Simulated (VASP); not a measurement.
Write the native input for VASP 6.6.1 that does the following.

```
Task                   : electric field gradients
Functional             : LDA
Potentials or basis    : VASP PAW LDA potentials, release 64 (Si)
Cutoff                 : 520 eV
k mesh                 : 16 × 16 × 16
Occupations            : fermi-dirac, width 0.05 eV
Spin                   : no spin polarisation
Dipole correction      : no
Further INCAR settings : ALGO = Normal; EDIFF = 1e-08; NBANDS = 11
```

The structure of Si lies in POSCAR:

```
Si
1.0
   -2.2696041495      2.3880752679      1.2855376680
    2.2696041495     -2.3880752679      1.2855376680
    2.2696041495      2.3880752679     -1.2855376680
Si
2
Direct
    0.8070000000      0.5570000000      0.2500000000
    0.1930000000      0.4430000000      0.7500000000
```

The input as run:

INCAR

```
SYSTEM = Si
PREC     = Accurate       ! precision mode
ENCUT    = 520            ! plane-wave cutoff, eV
EDIFF    = 1E-8           ! SCF threshold, eV
ISMEAR   = -1             ! smearing method
SIGMA    = 0.05           ! smearing width, eV
LREAL    = .False.        ! projectors in reciprocal space
LASPH    = .True.         ! aspherical terms in the spheres
NELM     = 80             ! most SCF steps
ALGO     = Normal         ! electronic algorithm
ISIF     = 2              ! what is computed and relaxed
LWAVE    = .False.        ! write WAVECAR
LCHARG   = .False.        ! write CHGCAR
GGA      = CA             ! functional
LEFG     = .True.       
NBANDS   = 11             ! bands
```

KPOINTS

```
Automatic mesh
0
Gamma
  16 16 16
  0 0 0
```

Potentials or basis: VASP PAW LDA potentials, release 64 (Si).

The run is started by

```console
$ cat potpaw_LDA.64/Si/POTCAR > POTCAR
$ mpirun -np 1 vasp_std > vasp.out
```

Results of the run:

| Property | Result |
| --- | --- |
| Pressure | 7.1 GPa |
| Largest force | 0.036 eV/Å |
| Band gap on the k mesh | zero (bands 4 and 5 overlap by 7.21 eV) |
| Largest electric field gradient by atom | Si -26.0 V/Å² |

Caveat: the cell stands under pressure; without QUAD_EFG the Cq values of the log hold for a quadrupole moment of 1 mb, not for the nuclei.

It took 3.8 min on 1 thread of Intel Xeon 8259CL, with other jobs on the host, peak memory 0.25 GiB.
